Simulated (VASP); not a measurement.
**SiC: single point with r2SCAN**

The system is SiC.

```
CELL_PARAMETERS angstrom
0.00000 2.00008 2.26096
2.00008 0.00000 2.26096
2.00008 2.00008 0.00000
ATOMIC_POSITIONS crystal
Si 0.00000 0.00000 0.00000
C 0.75000 0.75000 0.75000
```

This cell differs from its parent crystal: strain -0.080 along x and y, +0.040 along z.

- Program: VASP 6.6.1
- Task: single point
- Functional: r2SCAN
- Potentials or basis: VASP PAW PBE potentials, release 64 (Si, C)
- Cutoff: 520 eV
- k mesh: 12 × 12 × 12
- Occupations: gaussian, width 0.05 eV
- Spin: no spin polarisation
- Dipole correction: no
- Further INCAR settings: ALGO = Normal; EDIFF = 1e-06; NBANDS = 11

| Property | Result |
| --- | --- |
| Pressure | 37.3 GPa |
| Band gap on the k mesh | 0.84 eV, indirect (least direct gap 5.08 eV) |

Stress tensor (GPa, compression positive):
```
52.68  0.00  0.00
 0.00 52.68  0.00
 0.00  0.00  6.52
```

Levels at points of the mesh, in eV from the valence-band top:
| k point | band 2 | band 3 | band 4 | band 5 | band 6 | band 7 |
| --- | --- | --- | --- | --- | --- | --- |
| (0.00, 0.00, 0.00) | -1.17 | -0.06 | -0.06 | 7.87 | 8.43 | 8.43 |
| (0.50, 0.00, 0.00) | -10.05 | -2.54 | -0.64 | 5.04 | 8.69 | 9.07 |
| (0.50, 0.50, 0.00) | -10.12 | -2.98 | -2.98 | 2.11 | 6.44 | 15.89 |
| (0.50, 0.00, 0.50) | -8.39 | -4.61 | -4.38 | 0.84 | 4.16 | 13.62 |

Wall time 4.4 min on 1 thread of AMD EPYC 7R43 64-Core Processor (Zen 3) (shared host), peak memory 0.12 GiB.

Caveat: the cell differs from its parent crystal (strain -0.080 along x and y, +0.040 along z); the PAW data sets were made with another functional, which shifts forces and pressure a little. A k mesh can miss the band edges.
